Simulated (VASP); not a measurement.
# GeSe (Pnma) in VASP: notebook, part 2 of 2

VASP 6.6.1. The steps go on from the part before.

## Step 4: Single point, PBE+D3(BJ)

File INCAR:

```
SYSTEM = GeSe
ALGO     = Normal         ! electronic algorithm
EDIFF    = 1E-6           ! SCF threshold, eV
ENCUT    = 500            ! plane-wave cutoff, eV
GGA      = PE             ! functional
GGA_COMPAT= .False.      
ISIF     = 2              ! what is computed and relaxed
ISMEAR   = 0              ! smearing method
IVDW     = 12             ! dispersion correction
LASPH    = .True.         ! aspherical terms in the spheres
LCHARG   = .False.        ! write CHGCAR
LREAL    = .False.        ! projectors in reciprocal space
LWAVE    = .False.        ! write WAVECAR
NBANDS   = 50             ! bands
NELM     = 120            ! most SCF steps
PREC     = Accurate       ! precision mode
SIGMA    = 0.05           ! smearing width, eV
```

File KPOINTS:

```
k-points
0
Gamma
  4 8 6
  0 0 0
```

File POSCAR:

```
GeSe
1.0
   10.9623945550      0.0000000000      0.0000000000
    0.0000000000      3.8767405810      0.0000000000
    0.0000000000      0.0000000000      4.4288126045
Ge Se
4 4
Direct
    0.3767545136      0.7500000000      0.6141826063
    0.1232454864      0.2500000000      0.1141826063
    0.8767545136      0.7500000000      0.8858173937
    0.6232454864      0.2500000000      0.3858173937
    0.1453716176      0.7500000000      0.5021862790
    0.3546283824      0.2500000000      0.0021862790
    0.6453716176      0.7500000000      0.9978137210
    0.8546283824      0.2500000000      0.4978137210
```

Potentials or basis: VASP PAW PBE potentials, release 64 (Ge_d, Se).

Started as:

```bash
$ cat potpaw_PBE.64/Ge_d/POTCAR potpaw_PBE.64/Se/POTCAR > POTCAR
$ mpirun -np 1 vasp_std > vasp.out
```

OUTCAR:

```text
SYSTEM = GeSe
   EDIFF = 1E-6
   ENCUT = 500
   GGA = PE
   ISIF = 2
   ISMEAR = 0
   IVDW = 12
   LASPH = .True.
   LREAL = .False.
   NELM = 120
   PREC = Accurate
 IVDW          = 12

 ion  position               nearest neighbor table
   1  0.377  0.750  0.614-   5 2.58   6 2.60   6 2.60
   2  0.123  0.250  0.114-   6 2.58   5 2.60   5 2.60
   3  0.877  0.750  0.886-   7 2.58   8 2.60   8 2.60
   4  0.623  0.250  0.386-   8 2.58   7 2.60   7 2.60
   5  0.145  0.750  0.502-   1 2.58   2 2.60   2 2.60
   6  0.355  0.250  0.002-   2 2.58   1 2.60   1 2.60
   7  0.645  0.750  0.998-   3 2.58   4 2.60   4 2.60
   8  0.855  0.250  0.498-   4 2.58   3 2.60   3 2.60

  LATTYP: Found a simple orthorhombic cell.
 ALAT       =     3.8767405810
 B/A-ratio  =     1.1424062333
 C/A-ratio  =     2.8277348783

  Lattice vectors:

 A1 = (   0.0000000000,   3.8767405810,   0.0000000000)
 A2 = (   0.0000000000,   0.0000000000,   4.4288126045)
 A3 = (  10.9623945550,   0.0000000000,   0.0000000000)

Analysis of symmetry for initial positions (statically):
=====================================================================
 Subroutine PRICEL returns:
 Original cell was already a primitive cell.

 Routine SETGRP: Setting up the symmetry group for a
 simple orthorhombic supercell.

 Subroutine GETGRP returns: Found  8 space group operations
 (whereof  2 operations were pure point group operations)
 out of a pool of  8 trial point group operations.

The static configuration has the point symmetry S_2 .
 The point group associated with its full space group is D_2h.

Analysis of symmetry for dynamics (positions and initial velocities):
=====================================================================
 Subroutine PRICEL returns:
 Original cell was already a primitive cell.

 Routine SETGRP: Setting up the symmetry group for a
 simple orthorhombic supercell.

 Subroutine GETGRP returns: Found  8 space group operations
 (whereof  2 operations were pure point group operations)
 out of a pool of  8 trial point group operations.

The dynamic configuration has the point symmetry S_2 .
 The point group associated with its full space group is D_2h.

 Subroutine INISYM returns: Found  8 space group operations
 (whereof  2 operations are pure point group operations),
 and found     1 'primitive' translations

----------------------------------------------------------------------------------------

                                     Primitive cell

  volume of cell :     188.2173

  direct lattice vectors                    reciprocal lattice vectors
    10.962394555  0.000000000  0.000000000     0.091220946  0.000000000  0.000000000
     0.000000000  3.876740581  0.000000000     0.000000000  0.257948650  0.000000000
     0.000000000  0.000000000  4.428812605     0.000000000  0.000000000  0.225794155

  length of vectors
    10.962394555  3.876740581  4.428812605     0.091220946  0.257948650  0.225794155

  position of ions in fractional coordinates (direct lattice)
     0.376754514  0.750000000  0.614182606
     0.123245486  0.250000000  0.114182606
     0.876754514  0.750000000  0.885817394
[... 48 lines left out ...]
  0.000000  0.125000  0.000000      2.000000
  0.250000  0.125000  0.000000      4.000000
  0.500000  0.125000  0.000000      2.000000
[... 16 lines left out ...]
  0.250000  0.250000  0.166667      8.000000
  0.500000  0.250000  0.166667      4.000000
 [... further k-points ...]
   k-points           NKPTS =     60   k-points in BZ     NKDIM =     60   number of bands    NBANDS=     50
   number of dos      NEDOS =    301   number of ions     NIONS =      8
   total plane-waves  NPLWV =  71680
   dimension x,y,z NGX =    80 NGY =   28 NGZ =   32
   dimension x,y,z NGXF=   160 NGYF=   56 NGZF=   64
   ions per type =               4   4
   NGX,Y,Z   is equivalent  to a cutoff of  12.13, 12.01, 12.01 a.u.
   NGXF,Y,Z  is equivalent  to a cutoff of  24.26, 24.01, 24.02 a.u.
 SYSTEM =  GeSe
   PREC   = accura    normal or accurate (medium, high low for compatibility)
   ISTART =      0    job   : 0-new  1-cont  2-samecut
   ICHARG =      2    charge: 1-file 2-atom 10-const
   ISPIN  =      1    spin polarized calculation?
   LNONCOLLINEAR =      F non collinear calculations
   LSORBIT =      F    spin-orbit coupling
   LASPH  =      T    aspherical Exc in radial PAW
   ENCUT  =  500.0 eV  36.75 Ry    6.06 a.u.  19.99  7.07  8.07*2*pi/ulx,y,z
   NELM   =    120;   NELMIN=  2; NELMDL= -5     # of ELM steps
   EDIFF  = 0.1E-05   stopping-criterion for ELM
   LREAL  =      F    real-space projection
   EDIFFG = 0.1E-04   stopping-criterion for IOM
   NSW    =      0    number of steps for IOM
   IBRION =     -1    ionic relax: 0-MD 1-quasi-New 2-CG
   NFREE  =      0    steps in history (QN), initial steepest desc. (CG)
   ISIF   =      2    stress and relaxation
   ISYM   =      2    0-nonsym 1-usesym 2-fastsym
   POTIM  = 0.5000    time-step for ionic-motion
   TEBEG  =    0.0;   TEEND  =   0.0 temperature during run
   PSTRESS=    0.0 pullay stress
   NELECT =      80.0000    total number of electrons
   NUPDOWN=      -1.0000    fix difference up-down
   EMIN   =  10.00;   EMAX   =-10.00  energy-range for DOS
   EFERMI =   0.00;   METHOD = LEGACY
   ISMEAR =     0;   SIGMA  =   0.05  broadening in eV -4-tet -1-fermi 0-gaus
   EFERMI_NEDOS =   21; number of points for ismear=-14 and -15
   IALGO  =     38    algorithm
   IMIX   =      4    mixing-type and parameters
     AMIX     =   0.40;   BMIX     =  1.00
     AMIX_MAG =   1.60;   BMIX_MAG =  1.00
  volume/ion in A,a.u.               =      23.53       158.77
  Fermi-wavevector in a.u.,A,eV,Ry     =   1.230887  2.326040 20.613967  1.515084
  Thomas-Fermi vector in A             =   2.365718
   LORBIT       =      0    0 simple, 1 ext, 2 COOP (PROOUT), +10 PAW based schemes
   GGA     = PE    functional components
   LHFCALC =     F    Hartree Fock is set to
   AEXX    =    0.0000 exact exchange contribution
   IVDW    =    12    specifies the selected vdW correction
   LEPSILON=     F    determine dielectric tensor
   LRPA    =     F    only Hartree local field effects (RPA)
 non-spin polarized calculation
 Gauss-broadening in eV      SIGMA  =   0.05
  energy-cutoff  :      500.00
  volume of cell :      188.22
 maximum number of plane-waves:      4824
 NGX is ok and might be reduce to    80
   NGX = 39   NGY = 15   NGZ = 17

 number of electron      80.0000023 magnetization

 Free energy of the ion-electron system (eV)
  ---------------------------------------------------
  ext. energy  EPLUGINS =         0.00000000
  ---------------------------------------------------
  free energy    TOTEN  =       -33.85463269 eV

  energy without entropy =      -33.85463269  energy(sigma->0) =      -33.85463269

 E-fermi :   4.3455     XC(G=0):  -9.8209

 val. band max:        4.1376389541   @ k =   0.0000   0.0000   0.3333
 cond. band min:       4.8596685039   @ k =   0.0000   0.0000   0.0000
 fundamental gap:      0.7220295498
 Fermi energy:         4.3455276922

 k-point     1 :       0.0000    0.0000    0.0000
  band No.  band energies     occupation
      1     -20.4403      2.00000
      2     -20.4384      2.00000
      3     -20.4373      2.00000
      4     -20.4361      2.00000
      5     -20.4359      2.00000
      6     -20.4359      2.00000
[... 1261 lines left out ...]
     49       8.4702      0.00000
     50       8.4702      0.00000

 [... further k-points ...]

------------------------ aborting loop because EDIFF is reached ----------------------------------------

 Edisp (eV)   -2.86338

 E8    (eV) :    -1.2306

  FORCE on cell =-STRESS in cart. coord.  units (eV):
  Direction    XX          YY          ZZ          XY          YZ          ZX
  --------------------------------------------------------------------------------------
  -------------------------------------------------------------------------------------
  Total       0.01576     0.01464     0.00370     0.00000     0.00000     0.00000
  in kB       0.13414     0.12462     0.03152     0.00000     0.00000     0.00000
  external pressure =        0.10 kB  Pullay stress =        0.00 kB

 VOLUME and BASIS-vectors are now :
 -----------------------------------------------------------------------------
  energy-cutoff  :      500.00
  volume of cell :      188.22
      direct lattice vectors                 reciprocal lattice vectors
    10.962394555  0.000000000  0.000000000     0.091220946  0.000000000  0.000000000
     0.000000000  3.876740581  0.000000000     0.000000000  0.257948650  0.000000000
     0.000000000  0.000000000  4.428812605     0.000000000  0.000000000  0.225794155

 POSITION                                       TOTAL-FORCE (eV/Angst)
 -----------------------------------------------------------------------------------
      4.13013      2.90756      2.72010         0.014299     -0.000000     -0.015812
      1.35107      0.96919      0.50569        -0.014299     -0.000000     -0.015812
      9.61133      2.90756      3.92312         0.014299      0.000000      0.015812
      6.83226      0.96919      1.70871        -0.014299     -0.000000      0.015812
      1.59362      2.90756      2.22409        -0.010200     -0.000000      0.012676
      3.88758      0.96919      0.00968         0.010200      0.000000      0.012676
      7.07482      2.90756      4.41913        -0.010200     -0.000000     -0.012676
      9.36877      0.96919      2.20472         0.010200     -0.000000     -0.012676
 -----------------------------------------------------------------------------------
    total drift:                                0.000000     -0.000000      0.000000

  FREE ENERGIE OF THE ION-ELECTRON SYSTEM (eV)
  ---------------------------------------------------
  free  energy   TOTEN  =       -36.7180132966 eV

  energy  without entropy=      -36.7180132966  energy(sigma->0) =      -36.71801330
```

It took 3.8 min on 1 thread of Intel Xeon Platinum 8559C (Emerald Rapids), shared host; peak memory 0.52 GiB.

Results:

| Property | Result |
| --- | --- |
| Free energy | -36.7180 eV |
| Pressure | 0.0 GPa |
| Largest force | 0.021 eV/Å |
| Band gap on the k mesh | 0.72 eV, indirect (least direct gap 0.93 eV) |
| Dispersion energy per atom | -0.358 eV |

Forces on the atoms (eV/Å):
```
Ge   0.014  0.000 -0.016
Ge  -0.014  0.000 -0.016
Ge   0.014  0.000  0.016
Ge  -0.014  0.000  0.016
Se  -0.010  0.000  0.013
Se   0.010  0.000  0.013
Se  -0.010  0.000 -0.013
Se   0.010  0.000 -0.013
```

A k mesh can miss the band edges.

## Step 5: Single point, PBE+D3(BJ)

File INCAR:

```
PREC     = Accurate       # precision mode
ENCUT    = 500            # plane-wave cutoff, eV
EDIFF    = 1E-6           # SCF threshold, eV
ISMEAR   = 0              # smearing method
SIGMA    = 0.02           # smearing width, eV
LREAL    = False          # projectors in reciprocal space
LASPH    = True           # aspherical terms in the spheres
NELM     = 120            # most SCF steps
ALGO     = Normal         # electronic algorithm
ISIF     = 2              # what is computed and relaxed
LWAVE    = False          # write WAVECAR
LCHARG   = False          # write CHGCAR
GGA      = PE             # functional
IVDW     = 12             # dispersion correction
NBANDS   = 50             # bands
GGA_COMPAT= False
```

File KPOINTS:

```
regular mesh
0
Gamma
  4 8 6
```

POSCAR: that of step 4 with these lines changed.

```diff
@@ -13,4 +13,4 @@
     0.1453716176      0.7500000000      0.5021862790
-    0.3546283824      0.2500000000      0.0021862790
-    0.6453716176      0.7500000000      0.9978137210
+    0.3546283824      0.2500000000      1.0021862790
+    0.6453716176      0.7500000000     -0.0021862790
     0.8546283824      0.2500000000      0.4978137210
```

Potentials or basis: VASP PAW PBE potentials, release 64 (Ge_d, Se).

Started as:

```bash
$ cat potpaw_PBE.64/Ge_d/POTCAR potpaw_PBE.64/Se/POTCAR > POTCAR
$ mpirun -np 1 vasp_std > vasp.out
```

OUTCAR:

```text
PREC = Accurate
   ENCUT = 500
   EDIFF = 1E-6
   ISMEAR = 0
   LREAL = False
   LASPH = True
   NELM = 120
   ISIF = 2
   GGA = PE
   IVDW = 12
 IVDW          = 12

 ion  position               nearest neighbor table
   1  0.377  0.750  0.614-   5 2.58   6 2.60   6 2.60
   2  0.123  0.250  0.114-   6 2.58   5 2.60   5 2.60
   3  0.877  0.750  0.886-   7 2.58   8 2.60   8 2.60
   4  0.623  0.250  0.386-   8 2.58   7 2.60   7 2.60
   5  0.145  0.750  0.502-   1 2.58   2 2.60   2 2.60
   6  0.355  0.250  0.002-   2 2.58   1 2.60   1 2.60
   7  0.645  0.750  0.998-   3 2.58   4 2.60   4 2.60
   8  0.855  0.250  0.498-   4 2.58   3 2.60   3 2.60

  LATTYP: Found a simple orthorhombic cell.
 ALAT       =     3.8767405810
 B/A-ratio  =     1.1424062333
 C/A-ratio  =     2.8277348783

  Lattice vectors:

 A1 = (   0.0000000000,   3.8767405810,   0.0000000000)
 A2 = (   0.0000000000,   0.0000000000,   4.4288126045)
 A3 = (  10.9623945550,   0.0000000000,   0.0000000000)

Analysis of symmetry for initial positions (statically):
=====================================================================
 Subroutine PRICEL returns:
 Original cell was already a primitive cell.

 Routine SETGRP: Setting up the symmetry group for a
 simple orthorhombic supercell.

 Subroutine GETGRP returns: Found  8 space group operations
 (whereof  2 operations were pure point group operations)
 out of a pool of  8 trial point group operations.

The static configuration has the point symmetry S_2 .
 The point group associated with its full space group is D_2h.

Analysis of symmetry for dynamics (positions and initial velocities):
=====================================================================
 Subroutine PRICEL returns:
 Original cell was already a primitive cell.
[... 143 lines left out ...]
  Fermi-wavevector in a.u.,A,eV,Ry     =   1.230887  2.326040 20.613967  1.515084
  Thomas-Fermi vector in A             =   2.365718
   LORBIT       =      0    0 simple, 1 ext, 2 COOP (PROOUT), +10 PAW based schemes
   GGA     = PE    functional components
   LHFCALC =     F    Hartree Fock is set to
   AEXX    =    0.0000 exact exchange contribution
   IVDW    =    12    specifies the selected vdW correction
   LEPSILON=     F    determine dielectric tensor
   LRPA    =     F    only Hartree local field effects (RPA)
 non-spin polarized calculation
 Gauss-broadening in eV      SIGMA  =   0.02
  energy-cutoff  :      500.00
  volume of cell :      188.22
 maximum number of plane-waves:      4824
 NGX is ok and might be reduce to    80
   NGX = 39   NGY = 15   NGZ = 17

 number of electron      80.0000023 magnetization

 Free energy of the ion-electron system (eV)
  ---------------------------------------------------
  ext. energy  EPLUGINS =         0.00000000
  ---------------------------------------------------
  free energy    TOTEN  =       -33.85463269 eV

  energy without entropy =      -33.85463269  energy(sigma->0) =      -33.85463269

 E-fermi :   4.2453     XC(G=0):  -9.8209

 val. band max:        4.1376389541   @ k =   0.0000   0.0000   0.3333
 cond. band min:       4.8596685039   @ k =   0.0000   0.0000   0.0000
 fundamental gap:      0.7220295498
 Fermi energy:         4.2453394588

 k-point     1 :       0.0000    0.0000    0.0000
  band No.  band energies     occupation
      1     -20.4403      2.00000
      2     -20.4384      2.00000
      3     -20.4373      2.00000
      4     -20.4361      2.00000
      5     -20.4359      2.00000
      6     -20.4359      2.00000
[... 1261 lines left out ...]
     49       8.4702      0.00000
     50       8.4702      0.00000

 [... further k-points ...]

------------------------ aborting loop because EDIFF is reached ----------------------------------------

 Edisp (eV)   -2.86338

 E8    (eV) :    -1.2306

  FORCE on cell =-STRESS in cart. coord.  units (eV):
  Direction    XX          YY          ZZ          XY          YZ          ZX
  --------------------------------------------------------------------------------------
  -------------------------------------------------------------------------------------
  Total       0.01576     0.01464     0.00370     0.00000     0.00000     0.00000
  in kB       0.13414     0.12462     0.03152     0.00000     0.00000     0.00000
  external pressure =        0.10 kB  Pullay stress =        0.00 kB

 VOLUME and BASIS-vectors are now :
 -----------------------------------------------------------------------------
  energy-cutoff  :      500.00
  volume of cell :      188.22
      direct lattice vectors                 reciprocal lattice vectors
    10.962394555  0.000000000  0.000000000     0.091220946  0.000000000  0.000000000
     0.000000000  3.876740581  0.000000000     0.000000000  0.257948650  0.000000000
     0.000000000  0.000000000  4.428812605     0.000000000  0.000000000  0.225794155

 POSITION                                       TOTAL-FORCE (eV/Angst)
 -----------------------------------------------------------------------------------
      4.13013      2.90756      2.72010         0.014299     -0.000000     -0.015812
      1.35107      0.96919      0.50569        -0.014299      0.000000     -0.015812
      9.61133      2.90756      3.92312         0.014299     -0.000000      0.015812
      6.83226      0.96919      1.70871        -0.014299      0.000000      0.015812
      1.59362      2.90756      2.22409        -0.010200      0.000000      0.012676
      3.88758      0.96919      0.00968         0.010200      0.000000      0.012676
      7.07482      2.90756      4.41913        -0.010200      0.000000     -0.012676
      9.36877      0.96919      2.20472         0.010200      0.000000     -0.012676
 -----------------------------------------------------------------------------------
    total drift:                                0.000000     -0.000000      0.000000

  FREE ENERGIE OF THE ION-ELECTRON SYSTEM (eV)
  ---------------------------------------------------
  free  energy   TOTEN  =       -36.7180132965 eV

  energy  without entropy=      -36.7180132965  energy(sigma->0) =      -36.71801330
```

stdout:

```text
POSCAR found type information on POSCAR GeSe
 POSCAR found :  2 types and       8 ions
 scaLAPACK will be used
 LDA part: xc-table for (Slater+PW92), standard interpolation
 POSCAR, INCAR and KPOINTS ok, starting setup
 FFT: planning ... GRIDC
 FFT: planning ... GRID_SOFT
 FFT: planning ... GRID
 WAVECAR not read
 entering main loop
```

It took 3.5 min on 1 thread of Intel Xeon Platinum 8559C (Emerald Rapids), shared host; peak memory 0.52 GiB.

What came out:

```
Free energy                : -36.7180 eV
Pressure                   : 0.0 GPa
Largest force              : 0.021 eV/Å
Band gap on the k mesh     : 0.72 eV, indirect (least direct gap 0.93 eV)
Dispersion energy per atom : -0.358 eV
```

Forces in eV/Å, atoms in the order of the input:
```
Ge   0.014  0.000 -0.016
Ge  -0.014  0.000 -0.016
Ge   0.014  0.000  0.016
Ge  -0.014  0.000  0.016
Se  -0.010  0.000  0.013
Se   0.010  0.000  0.013
Se  -0.010  0.000 -0.013
Se   0.010  0.000 -0.013
```

A k mesh can miss the band edges.
